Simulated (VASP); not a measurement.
The system is Sb.

```xyz
1
Lattice="3.0849 0.0000 0.0000 0.0000 3.0849 0.0000 0.0000 0.0000 3.0849" Properties=species:S:1:pos:R:3 pbc="T T T"
Sb    0.0000    0.0000    0.0000
```

This isn't the form of Sb at room conditions, which is rhombohedral.

```yaml
Program: VASP 6.6.1
Task: relaxation of cell and atoms
Functional: PBEsol
Potentials_or_basis: VASP PAW PBE potentials, release 64 (Sb)
Cutoff: 500 eV
k_mesh: 10 × 10 × 10
Occupations: fermi-dirac, width 0.1 eV
Spin: no spin polarisation
```

At the start: pressure -1.5 GPa; volume 29.36 Å³/atom.

**Question.** Where does the relaxation end?

**Answer.** Over 3 steps the energy falls by 3.2 meV/atom and the volume is 28.67 Å³/atom (-2.3 %); space group Pm-3m (No. 221, to 0.1 Å) before and after.

The path:
```csv
step,energy change (eV),largest force (eV/Å),pressure (GPa),volume (Å³)
1,0.0000,0.0000,-1.45,29.36
2,-0.0018,0.0000,1.03,28.24
3,-0.0032,0.0000,0.00,28.67
```

Final structure:
```
Sb
1.0
     3.06067    0.00000    0.00000
     0.00000    3.06067    0.00000
     0.00000    0.00000    3.06067
Sb
1
Direct
  0.00000 0.00000 0.00000
```

Caveat: the PAW data sets were made with another functional, which shifts forces and pressure a little.
